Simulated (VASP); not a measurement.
# AlCo: single point with PBEsol

Crystal: AlCo.

```
Co Al
1.0
     2.79974    0.00000    0.00000
     0.00000    2.79974    0.00000
     0.00000    0.00000    2.79974
Co Al
1 1
Direct
  0.50000 0.50000 0.50000
  0.00000 0.00000 0.00000
```

* Program: VASP 6.6.1
* Task: single point
* Functional: PBEsol
* Potentials or basis: VASP PAW PBE potentials, release 64 (Co, Al)
* Cutoff: 520 eV
* k mesh: 9 × 9 × 9
* Occupations: fermi-dirac, width 0.05 eV
* Spin: collinear spin, ferromagnetic start
* Starting moments: [2.0, 0.0] μB
* Dipole correction: no
* Further INCAR settings: ALGO = Fast; EDIFF = 1e-06; NBANDS = 17

```yaml
Pressure: 4.9 GPa
Band_gap_on_the_k_mesh: zero (filled and empty bands overlap)
Net_moment: 0.00 μB per cell
Valence_electrons_inside_the_program's_atomic_spheres: Co 8.56; Al 0.85
```

Levels at points of the mesh, in eV from the Fermi level:
Spin up:
```tsv
k point	band 3	band 4	band 5	band 6	band 7	band 8	band 9	band 10
(0.00, 0.00, 0.00)	-3.22	-0.87	-0.87	-0.87	6.25	6.25	6.25	8.99
```
Spin down:
```csv
k point,band 3,band 4,band 5,band 6,band 7,band 8,band 9,band 10
"(0.00, 0.00, 0.00)",-3.22,-0.87,-0.87,-0.87,6.25,6.25,6.25,8.99
```

It took 12 s on 1 thread of Intel(R) Xeon(R) 6975P-C (Granite Rapids), with other jobs on the host, peak memory 0.15 GiB.

Caveat: the starting moments collapsed, and a magnetic state may lie lower; the PAW data sets were made with another functional, which shifts forces and pressure a little.
